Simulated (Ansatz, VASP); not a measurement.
## C: VASP beside Ansatz

INCAR

```
PREC     = Accurate       # precision mode
ENCUT    = 520            # plane-wave cutoff, eV
EDIFF    = 1E-6           # SCF threshold, eV
ISMEAR   = 0              # smearing method
SIGMA    = 0.05           # smearing width, eV
LREAL    = F              # projectors in reciprocal space
LASPH    = T              # aspherical terms in the spheres
NELM     = 80             # most SCF steps
ALGO     = Normal         # electronic algorithm
ISIF     = 2              # what is computed and relaxed
LWAVE    = F              # write WAVECAR
LCHARG   = T              # write CHGCAR
GGA      = PE             # functional
LELF     = T              # ELF
LVHAR    = T            
NBANDS   = 36             # bands
```

File KPOINTS:

```
regular mesh
0
Gamma
  12 12 2
```

File POSCAR:

```
C
1.0
    2.6088000000      0.0000000000      0.0000000000
   -1.3044000000      2.2592870734      0.0000000000
    0.0000000000      0.0000000000     12.8952000000
C
12
Direct
    0.0000000000      0.0000000000      0.1868593266
    0.0000000000      0.0000000000      0.6868593266
    0.0000000000      0.0000000000      0.3131406734
    0.0000000000      0.0000000000      0.8131406734
    0.3333333333      0.6666666667      0.5207665411
    0.6666666667      0.3333333333      0.0207665411
    0.3333333333      0.6666666667      0.9792334589
    0.6666666667      0.3333333333      0.4792334589
    0.3333333333      0.6666666667      0.6450950823
    0.6666666667      0.3333333333      0.1450950823
    0.3333333333      0.6666666667      0.8549049177
    0.6666666667      0.3333333333      0.3549049177
```

Input for Ansatz:

```yaml
crystal:
  lattice:
    - [2.6088, 0.0, 0.0]
    - [-1.3044, 2.2592870734, 0.0]
    - [0.0, 0.0, 12.8952]
  atoms:
    - { symbol: C, position: [0.0, 0.0, 0.1868593266] }
    - { symbol: C, position: [0.0, 0.0, 0.6868593266] }
    - { symbol: C, position: [0.0, 0.0, 0.3131406734] }
    - { symbol: C, position: [0.0, 0.0, 0.8131406734] }
    - { symbol: C, position: [0.3333333333, 0.6666666667, 0.5207665411] }
    - { symbol: C, position: [0.6666666667, 0.3333333333, 0.0207665411] }
    - { symbol: C, position: [0.3333333333, 0.6666666667, 0.9792334589] }
    - { symbol: C, position: [0.6666666667, 0.3333333333, 0.4792334589] }
    - { symbol: C, position: [0.3333333333, 0.6666666667, 0.6450950823] }
    - { symbol: C, position: [0.6666666667, 0.3333333333, 0.1450950823] }
    - { symbol: C, position: [0.3333333333, 0.6666666667, 0.8549049177] }
    - { symbol: C, position: [0.6666666667, 0.3333333333, 0.3549049177] }
basis:
  ecutwfc: 520.0
kpoints:
  mp_grid: { grid: [12, 12, 2] }
hamiltonian:
  xc: pbe
  pseudopotentials: { kind: paw, azcp: { folder: soft_1 } }
scf:
  occupations: { method: gaussian, width: 0.05 }
output:
  forces: true
  stress: true
  eigenvalues: true
```

Alike in both runs: task single point; functional PBE; k mesh 12 × 12 × 2; occupations gaussian, width 0.05 eV; no spin polarisation.

|  | VASP | Ansatz |
| --- | --- | --- |
| version | VASP 6.6.1 | Ansatz 0.2.0 |
| potentials or method | VASP PAW PBE potentials, release 64 (C), cutoff 520 eV | scalar-relativistic, plane waves, PAW |
| valence electrons in the cell | 48 | 48 |

```csv
,VASP,Ansatz,Ansatz less VASP
gap on the k mesh at the Fermi level (eV),4.16,4.17,+0.006
least direct gap on the mesh (eV),5.15,5.15,+0.005
rms of the force components (eV/Å),0.029,0.030,+0.0011
```

Atom by atom the forces differ by 0.001 eV/Å (rms over components). With one functional, cell and mesh, what is left measures potentials, basis and numerics.
